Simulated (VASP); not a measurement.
# Sb in VASP: a series of runs

Runs on Sb. Level: PBE. Tasks: single point.

Program: VASP 6.6.1. These are calculated values, not measurements. Logs are shortened: lines on timing, memory, paths and dates and some standing lists are left out, and cuts for length are marked.

**1. The cell of the first run**

The cell holds a slab with vacuum, 6 atoms: a = 4.301 Å, b = 4.301 Å, c = 25.992 Å, α = 90.00°, β = 90.00°, γ = 120.00°.

**2. Single point, PBE**

Input file INCAR:

```
SYSTEM = Sb
PREC = Accurate
ENCUT = 520
EDIFF = 1E-6
ISMEAR = 0
SIGMA = 0.1
LREAL = .False.
LASPH = .True.
NELM = 100
ALGO = Normal
ISIF = 2
LWAVE = .False.
LCHARG = .False.
LDIPOL = .True.
IDIPOL = 3
DIPOL = 0.5 0.5 0.503
GGA = PE
NBANDS = 24
```

Input file KPOINTS:

```
regular mesh
0
Gamma
  9 9 1
  0 0 0
```

Input file POSCAR:

```
Sb
1.0
    4.3012006610      0.0000000000      0.0000000000
   -2.1506003305      3.7249490392      0.0000000000
    0.0000000000      0.0000000000     25.9924888534
Sb
6
Direct
    0.3333333333      0.6666666667      0.3270175491
    0.6666666667      0.3333333333      0.3848992319
    0.0000000000      0.0000000000      0.4710591586
    0.3333333333      0.6666666667      0.5306535503
    0.6666666667      0.3333333333      0.6220145074
    0.0000000000      0.0000000000      0.6818450415
```

Potentials or basis: VASP PAW PBE potentials, release 64 (Sb).

Launch:

```bash
$ cat potpaw_PBE.64/Sb/POTCAR > POTCAR
$ mpirun -np 1 vasp_std > vasp.out
```

OUTCAR:

```text
SYSTEM = Sb
   PREC = Accurate
   ENCUT = 520
   EDIFF = 1E-6
   ISMEAR = 0
   LREAL = .False.
   LASPH = .True.
   NELM = 100
   ISIF = 2
   GGA = PE

 ion  position               nearest neighbor table
   1  0.333  0.667  0.327-   2 2.90   2 2.90   2 2.90
   2  0.667  0.333  0.385-   1 2.90   1 2.90   1 2.90   3 3.34   3 3.34   3 3.34
   3  0.000  0.000  0.471-   4 2.93   4 2.93   4 2.93   2 3.34   2 3.34   2 3.34
   4  0.333  0.667  0.531-   3 2.93   3 2.93   3 2.93   5 3.44   5 3.44   5 3.44
   5  0.667  0.333  0.622-   6 2.93   6 2.93   6 2.93   4 3.44   4 3.44   4 3.44
   6  0.000  0.000  0.682-   5 2.93   5 2.93   5 2.93

  LATTYP: Found a hexagonal cell.
 ALAT       =     4.3012006610
 C/A-ratio  =     6.0430774805

  Lattice vectors:

 A1 = (   4.3012006610,   0.0000000000,   0.0000000000)
 A2 = (  -2.1506003305,   3.7249490392,   0.0000000000)
 A3 = (   0.0000000000,   0.0000000000,  25.9924888534)

Analysis of symmetry for initial positions (statically):
=====================================================================
 Subroutine PRICEL returns:
 Original cell was already a primitive cell.

 Routine SETGRP: Setting up the symmetry group for a
 hexagonal supercell.

 Subroutine GETGRP returns: Found  6 space group operations
 (whereof  6 operations were pure point group operations)
 out of a pool of 24 trial point group operations.

The static configuration has the point symmetry C_3v.

Analysis of symmetry for dynamics (positions and initial velocities):
=====================================================================
 Subroutine PRICEL returns:
 Original cell was already a primitive cell.

 Routine SETGRP: Setting up the symmetry group for a
 hexagonal supercell.

 Subroutine GETGRP returns: Found  6 space group operations
 (whereof  6 operations were pure point group operations)
 out of a pool of 24 trial point group operations.

The dynamic configuration has the point symmetry C_3v.

 Subroutine INISYM returns: Found  6 space group operations
 (whereof  6 operations are pure point group operations),
 and found     1 'primitive' translations

----------------------------------------------------------------------------------------

                                     Primitive cell

  volume of cell :     416.4452

  direct lattice vectors                    reciprocal lattice vectors
     4.301200661  0.000000000  0.000000000     0.232493222  0.134230024  0.000000000
[... 92 lines left out ...]
   NELECT =      30.0000    total number of electrons
   NUPDOWN=      -1.0000    fix difference up-down
   EMIN   =  10.00;   EMAX   =-10.00  energy-range for DOS
   EFERMI =   0.00;   METHOD = LEGACY
   ISMEAR =     0;   SIGMA  =   0.10  broadening in eV -4-tet -1-fermi 0-gaus
   EFERMI_NEDOS =   21; number of points for ismear=-14 and -15
   IALGO  =     38    algorithm
   IMIX   =      4    mixing-type and parameters
     AMIX     =   0.40;   BMIX     =  1.00
     AMIX_MAG =   1.60;   BMIX_MAG =  1.00
  volume/ion in A,a.u.               =      69.41       468.39
  Fermi-wavevector in a.u.,A,eV,Ry     =   0.681181  1.287246  6.313209  0.464008
  Thomas-Fermi vector in A             =   1.759889
   LORBIT       =      0    0 simple, 1 ext, 2 COOP (PROOUT), +10 PAW based schemes
   GGA     = PE    functional components
   LHFCALC =     F    Hartree Fock is set to
   AEXX    =    0.0000 exact exchange contribution
   IVDW    =     0    specifies the selected vdW correction
   LEPSILON=     F    determine dielectric tensor
   LRPA    =     F    only Hartree local field effects (RPA)
 non-spin polarized calculation
 Gauss-broadening in eV      SIGMA  =   0.10
  energy-cutoff  :      520.00
  volume of cell :      416.45
 maximum number of plane-waves:     11256
 NGX is ok and might be reduce to    32
   NGX = 15   NGY = 15   NGZ = 97

 dipolmoment           0.000000      0.000000      0.026099 electrons x Angstroem

 number of electron      30.0000000 magnetization

 dipolmoment           0.000000      0.000000     -0.003997 electrons x Angstroem

 Free energy of the ion-electron system (eV)
  ---------------------------------------------------
  ext. energy  EPLUGINS =         0.00000000
  ---------------------------------------------------
  free energy    TOTEN  =       -24.52210455 eV

  energy without entropy =      -24.51929869  energy(sigma->0) =      -24.52070162

 E-fermi :   0.7429     XC(G=0):  -4.7637

 val. band max:        0.6831666092   @ k =   0.0000   0.0000   0.0000
 cond. band min:       0.9635963558   @ k =   0.4444   0.0000   0.0000
 fundamental gap:      0.2804297466
 Fermi energy:         0.7429046616

 k-point     1 :       0.0000    0.0000    0.0000
  band No.  band energies     occupation
      1     -11.5895      2.00000
      2     -11.0932      2.00000
      3     -10.5458      2.00000
      4      -7.4415      2.00000
      5      -6.1067      2.00000
      6      -4.7353      2.00000
[... 313 lines left out ...]
     23       5.2882      0.00000
     24       5.4959      0.00000

------------------------ aborting loop because EDIFF is reached ----------------------------------------

 vacuum level on the upper side and lower side of the slab       (xc-potential included)        -0.153        -0.113

  FORCE on cell =-STRESS in cart. coord.  units (eV):
  Direction    XX          YY          ZZ          XY          YZ          ZX
  --------------------------------------------------------------------------------------
  -------------------------------------------------------------------------------------
  Total        0.5417552      0.5417552      1.1707885      0.0000000      0.0000000      0.0000000
  in kB        2.0842785      2.0842785      4.5043396      0.0000000      0.0000000      0.0000000
  external PRESSURE =       2.8909656 kB  Pullay stress =       0.0000000 kB

 VOLUME and BASIS-vectors are now :
 -----------------------------------------------------------------------------
  energy-cutoff  :      520.00
  volume of cell :      416.45
      direct lattice vectors                 reciprocal lattice vectors
     4.301200661  0.000000000  0.000000000     0.232493222  0.134230024  0.000000000
    -2.150600331  3.724949039  0.000000000     0.000000000  0.268460049  0.000000000
     0.000000000  0.000000000 25.992488853     0.000000000  0.000000000  0.038472653

 POSITION                                       TOTAL-FORCE (eV/Angst)
 -----------------------------------------------------------------------------------
     -0.00000      2.48330      8.50000         0.000000     -0.000000     -0.406754
      2.15060      1.24165     10.00449         0.000000      0.000000      0.230150
      0.00000      0.00000     12.24400        -0.000000     -0.000000      0.129653
     -0.00000      2.48330     13.79301         0.000000     -0.000000      0.029911
      2.15060      1.24165     16.16771        -0.000000      0.000000     -0.024448
      0.00000      0.00000     17.72285         0.000000     -0.000000      0.041489
 -----------------------------------------------------------------------------------
    total drift:                               -0.000000      0.000000     -0.000027

  FREE ENERGIE OF THE ION-ELECTRON SYSTEM (eV)
  ---------------------------------------------------
  free  energy   TOTEN  =       -24.5221045511 eV

  energy  without entropy=      -24.5192986916  energy(sigma->0) =      -24.52070162

 vacuum level on the upper side and lower side of the slab         4.852         4.892
```

OSZICAR:

```text
N       E                     dE             d eps       ncg     rms          rms(c)
DAV:   1     0.176646972794E+03    0.17665E+03   -0.88057E+03   576   0.888E+02
DAV:   2    -0.679752579955E+01   -0.18344E+03   -0.17623E+03   840   0.152E+02
DAV:   3    -0.240136743791E+02   -0.17216E+02   -0.16782E+02   784   0.522E+01
[... 15 lines left out ...]
DAV:  19    -0.245220962672E+02   -0.39742E-05   -0.21744E-07   560   0.142E-03    0.793E-04
DAV:  20    -0.245221008864E+02   -0.46192E-05   -0.14118E-07   544   0.102E-03    0.161E-03
DAV:  21    -0.245221019415E+02   -0.10551E-05   -0.34585E-08   488   0.645E-04    0.470E-04
DAV:  22    -0.245221040360E+02   -0.20946E-05   -0.75764E-08   448   0.714E-04    0.834E-04
DAV:  23    -0.245221045511E+02   -0.51506E-06   -0.12768E-08   440   0.380E-04
   1 F= -.24522105E+02 E0= -.24520702E+02  d E =-.280586E-02
```

Wall time 2.4 min (1 thread of Intel Xeon Platinum 8375C at 2.90GHz (Ice Lake), shared host); peak memory 0.49 GiB.

Results:

| Quantity | Value |
| --- | --- |
| Free energy | -24.5221 eV |
| Largest force | 0.407 eV/Å |

Forces in eV/Å, atoms in the order of the input:
```
Sb   0.000  0.000 -0.407
Sb   0.000  0.000  0.230
Sb   0.000  0.000  0.130
Sb   0.000  0.000  0.030
Sb   0.000  0.000 -0.024
Sb   0.000  0.000  0.041
```

Caveat: spin-orbit coupling is left out, which moves the levels of the heavy elements.

**3. Single point, PBE**

Input file INCAR:

```
ALGO     = Normal         # electronic algorithm
DIPOL    = 0.5 0.5 0.503
EDIFF    = 1E-7           # SCF threshold, eV
ENCUT    = 520            # plane-wave cutoff, eV
GGA      = PE             # functional
IDIPOL   = 3            
ISIF     = 2              # what is computed and relaxed
ISMEAR   = 0              # smearing method
LASPH    = T              # aspherical terms in the spheres
LCHARG   = F              # write CHGCAR
LDIPOL   = T            
LREAL    = F              # projectors in reciprocal space
LWAVE    = F              # write WAVECAR
NBANDS   = 24             # bands
NELM     = 60             # most SCF steps
PREC     = Accurate       # precision mode
SIGMA    = 0.1            # smearing width, eV
```

Input file KPOINTS:

```
k-points
0
Gamma
  18 18 1
```

Input file POSCAR:

```
Sb
1.0
    4.3012006600      0.0000000000      0.0000000000
   -2.1506003300      3.7249490400      0.0000000000
    0.0000000000      0.0000000000     25.9924888534
Sb
6
Direct
    0.3333333333      0.6666666665      0.3270175491
    0.6666666667      0.3333333333      0.3848992319
    0.0000000000      0.0000000000      0.4710591586
    0.3333333333      0.6666666665      0.5306535503
    0.6666666667      0.3333333333      0.6220145074
    0.0000000000      0.0000000000      0.6818450415
```

Potentials or basis: VASP PAW PBE potentials, release 64 (Sb).

Launch:

```bash
$ cat potpaw_PBE.64/Sb/POTCAR > POTCAR
$ mpirun -np 1 vasp_std > vasp.out
```

OUTCAR:

```text
EDIFF = 1E-7
   ENCUT = 520
   GGA = PE
   ISIF = 2
   ISMEAR = 0
   LASPH = T
   LREAL = F
   NELM = 60
   PREC = Accurate

 ion  position               nearest neighbor table
   1  0.333  0.667  0.327-   2 2.90   2 2.90   2 2.90
   2  0.667  0.333  0.385-   1 2.90   1 2.90   1 2.90   3 3.34   3 3.34   3 3.34
   3  0.000  0.000  0.471-   4 2.93   4 2.93   4 2.93   2 3.34   2 3.34   2 3.34
   4  0.333  0.667  0.531-   3 2.93   3 2.93   3 2.93   5 3.44   5 3.44   5 3.44
   5  0.667  0.333  0.622-   6 2.93   6 2.93   6 2.93   4 3.44   4 3.44   4 3.44
   6  0.000  0.000  0.682-   5 2.93   5 2.93   5 2.93

  LATTYP: Found a hexagonal cell.
 ALAT       =     4.3012006600
 C/A-ratio  =     6.0430774819

  Lattice vectors:

 A1 = (   4.3012006600,   0.0000000000,   0.0000000000)
 A2 = (  -2.1506003300,   3.7249490400,   0.0000000000)
 A3 = (   0.0000000000,   0.0000000000,  25.9924888534)

Analysis of symmetry for initial positions (statically):
=====================================================================
 Subroutine PRICEL returns:
 Original cell was already a primitive cell.

 Routine SETGRP: Setting up the symmetry group for a
 hexagonal supercell.

 Subroutine GETGRP returns: Found  6 space group operations
 (whereof  6 operations were pure point group operations)
 out of a pool of 24 trial point group operations.

The static configuration has the point symmetry C_3v.

Analysis of symmetry for dynamics (positions and initial velocities):
=====================================================================
 Subroutine PRICEL returns:
 Original cell was already a primitive cell.

 Routine SETGRP: Setting up the symmetry group for a
 hexagonal supercell.

 Subroutine GETGRP returns: Found  6 space group operations
 (whereof  6 operations were pure point group operations)
 out of a pool of 24 trial point group operations.

The dynamic configuration has the point symmetry C_3v.

 Subroutine INISYM returns: Found  6 space group operations
 (whereof  6 operations are pure point group operations),
 and found     1 'primitive' translations

----------------------------------------------------------------------------------------

                                     Primitive cell

  volume of cell :     416.4452

  direct lattice vectors                    reciprocal lattice vectors
     4.301200660  0.000000000  0.000000000     0.232493222  0.134230024  0.000000000
    -2.150600330  3.724949040  0.000000000     0.000000000  0.268460049  0.000000000
     0.000000000  0.000000000 25.992488853     0.000000000  0.000000000  0.038472653

  length of vectors
     4.301200660  4.301200661 25.992488853     0.268460049  0.268460049  0.038472653

  position of ions in fractional coordinates (direct lattice)
     0.333333333  0.666666666  0.327017549
     0.666666667  0.333333333  0.384899232
     0.000000000  0.000000000  0.471059159
     0.333333333  0.666666666  0.530653550
     0.666666667  0.333333333  0.622014507
     0.000000000  0.000000000  0.681845041

  ion indices of the primitive-cell ions
   primitive index   ion index
                 1           1
[... 57 lines left out ...]
  0.388889  0.111111  0.000000     12.000000
 [... further k-points ...]
   k-points           NKPTS =     37   k-points in BZ     NKDIM =     37   number of bands    NBANDS=     24
   number of dos      NEDOS =    301   number of ions     NIONS =      6
   total plane-waves  NPLWV = 200704
   dimension x,y,z NGX =    32 NGY =   32 NGZ =  196
   dimension x,y,z NGXF=    64 NGYF=   64 NGZF=  392
   ions per type =               6
   NGX,Y,Z   is equivalent  to a cutoff of  12.37, 12.37, 12.54 a.u.
   NGXF,Y,Z  is equivalent  to a cutoff of  24.74, 24.74, 25.07 a.u.
 SYSTEM =  unknown system
   PREC   = accura    normal or accurate (medium, high low for compatibility)
   ISTART =      0    job   : 0-new  1-cont  2-samecut
   ICHARG =      2    charge: 1-file 2-atom 10-const
   ISPIN  =      1    spin polarized calculation?
   LNONCOLLINEAR =      F non collinear calculations
   LSORBIT =      F    spin-orbit coupling
   LASPH  =      T    aspherical Exc in radial PAW
   ENCUT  =  520.0 eV  38.22 Ry    6.18 a.u.   8.00  8.00 48.33*2*pi/ulx,y,z
   NELM   =     60;   NELMIN=  2; NELMDL= -5     # of ELM steps
   EDIFF  = 0.1E-06   stopping-criterion for ELM
   LREAL  =      F    real-space projection
   EDIFFG = 0.1E-05   stopping-criterion for IOM
   NSW    =      0    number of steps for IOM
   IBRION =     -1    ionic relax: 0-MD 1-quasi-New 2-CG
   NFREE  =      0    steps in history (QN), initial steepest desc. (CG)
   ISIF   =      2    stress and relaxation
   ISYM   =      2    0-nonsym 1-usesym 2-fastsym
   POTIM  = 0.5000    time-step for ionic-motion
   TEBEG  =    0.0;   TEEND  =   0.0 temperature during run
   PSTRESS=    0.0 pullay stress
   NELECT =      30.0000    total number of electrons
   NUPDOWN=      -1.0000    fix difference up-down
   EMIN   =  10.00;   EMAX   =-10.00  energy-range for DOS
   EFERMI =   0.00;   METHOD = LEGACY
   ISMEAR =     0;   SIGMA  =   0.10  broadening in eV -4-tet -1-fermi 0-gaus
   EFERMI_NEDOS =   21; number of points for ismear=-14 and -15
   IALGO  =     38    algorithm
   IMIX   =      4    mixing-type and parameters
     AMIX     =   0.40;   BMIX     =  1.00
     AMIX_MAG =   1.60;   BMIX_MAG =  1.00
  volume/ion in A,a.u.               =      69.41       468.39
  Fermi-wavevector in a.u.,A,eV,Ry     =   0.681181  1.287246  6.313209  0.464008
  Thomas-Fermi vector in A             =   1.759889
   LORBIT       =      0    0 simple, 1 ext, 2 COOP (PROOUT), +10 PAW based schemes
   GGA     = PE    functional components
   LHFCALC =     F    Hartree Fock is set to
   AEXX    =    0.0000 exact exchange contribution
   IVDW    =     0    specifies the selected vdW correction
   LEPSILON=     F    determine dielectric tensor
   LRPA    =     F    only Hartree local field effects (RPA)
 non-spin polarized calculation
 Gauss-broadening in eV      SIGMA  =   0.10
  energy-cutoff  :      520.00
  volume of cell :      416.45
 maximum number of plane-waves:     11266
 NGX is ok and might be reduce to    32
   NGX = 15   NGY = 15   NGZ = 97

 dipolmoment           0.000000      0.000000      0.026167 electrons x Angstroem

 number of electron      30.0000000 magnetization

 dipolmoment           0.000000      0.000000     -0.004283 electrons x Angstroem

 Free energy of the ion-electron system (eV)
  ---------------------------------------------------
  ext. energy  EPLUGINS =         0.00000000
  ---------------------------------------------------
  free energy    TOTEN  =       -24.51312048 eV

  energy without entropy =      -24.50976918  energy(sigma->0) =      -24.51144483

 E-fermi :   0.8659     XC(G=0):  -4.7602

 val. band max:        0.8377554787   @ k =   0.0556  -0.0000   0.0000
 cond. band min:       0.9442876370   @ k =   0.3889   0.0000   0.0000
 fundamental gap:      0.1065321583
 Fermi energy:         0.8659036690

 k-point     1 :       0.0000    0.0000    0.0000
  band No.  band energies     occupation
      1     -11.5988      2.00000
      2     -11.0981      2.00000
      3     -10.5544      2.00000
      4      -7.4490      2.00000
      5      -6.1091      2.00000
      6      -4.7420      2.00000
[... 637 lines left out ...]
     23       4.3999      0.00000
     24       5.2759      0.00000

 [... further k-points ...]

------------------------ aborting loop because EDIFF is reached ----------------------------------------

 vacuum level on the upper side and lower side of the slab       (xc-potential included)        -0.097        -0.056

  FORCE on cell =-STRESS in cart. coord.  units (eV):
  Direction    XX          YY          ZZ          XY          YZ          ZX
  --------------------------------------------------------------------------------------
  -------------------------------------------------------------------------------------
  Total        0.4852728      0.4852728      1.3186881      0.0000000      0.0000000     -0.0000000
  in kB        1.8669756      1.8669756      5.0733493      0.0000000      0.0000000     -0.0000000
  external PRESSURE =       2.9357668 kB  Pullay stress =       0.0000000 kB

 VOLUME and BASIS-vectors are now :
 -----------------------------------------------------------------------------
  energy-cutoff  :      520.00
  volume of cell :      416.45
      direct lattice vectors                 reciprocal lattice vectors
     4.301200660  0.000000000  0.000000000     0.232493222  0.134230024  0.000000000
    -2.150600330  3.724949040  0.000000000     0.000000000  0.268460049  0.000000000
     0.000000000  0.000000000 25.992488853     0.000000000  0.000000000  0.038472653

 POSITION                                       TOTAL-FORCE (eV/Angst)
 -----------------------------------------------------------------------------------
      0.00000      2.48330      8.50000         0.000000     -0.000000     -0.426777
      2.15060      1.24165     10.00449         0.000000      0.000000      0.237953
      0.00000      0.00000     12.24400        -0.000000      0.000000      0.131353
      0.00000      2.48330     13.79301         0.000000      0.000000      0.027908
      2.15060      1.24165     16.16771        -0.000000      0.000000     -0.040544
      0.00000      0.00000     17.72285        -0.000000      0.000000      0.070108
 -----------------------------------------------------------------------------------
    total drift:                               -0.000000      0.000000     -0.000022

  FREE ENERGIE OF THE ION-ELECTRON SYSTEM (eV)
  ---------------------------------------------------
  free  energy   TOTEN  =       -24.5131204815 eV

  energy  without entropy=      -24.5097691850  energy(sigma->0) =      -24.51144483

 vacuum level on the upper side and lower side of the slab         4.911         4.954
```

It took 8.2 min on 1 thread of Intel Xeon Platinum 8375C at 2.90GHz (Ice Lake), shared host; peak memory 0.63 GiB.

Results:

```yaml
Free_energy: -24.5131 eV
Largest_force: 0.427 eV/Å
Band_gap_on_the_k_mesh: zero (band 15 reaches 0.84 eV, above the bottom of band 16 at 0.68 eV)
```

Forces in eV/Å, atoms in the order of the input:
```
Sb   0.000  0.000 -0.427
Sb   0.000  0.000  0.238
Sb   0.000  0.000  0.131
Sb   0.000  0.000  0.028
Sb   0.000  0.000 -0.041
Sb   0.000  0.000  0.070
```

Caveat: spin-orbit coupling is left out, which moves the levels of the heavy elements.
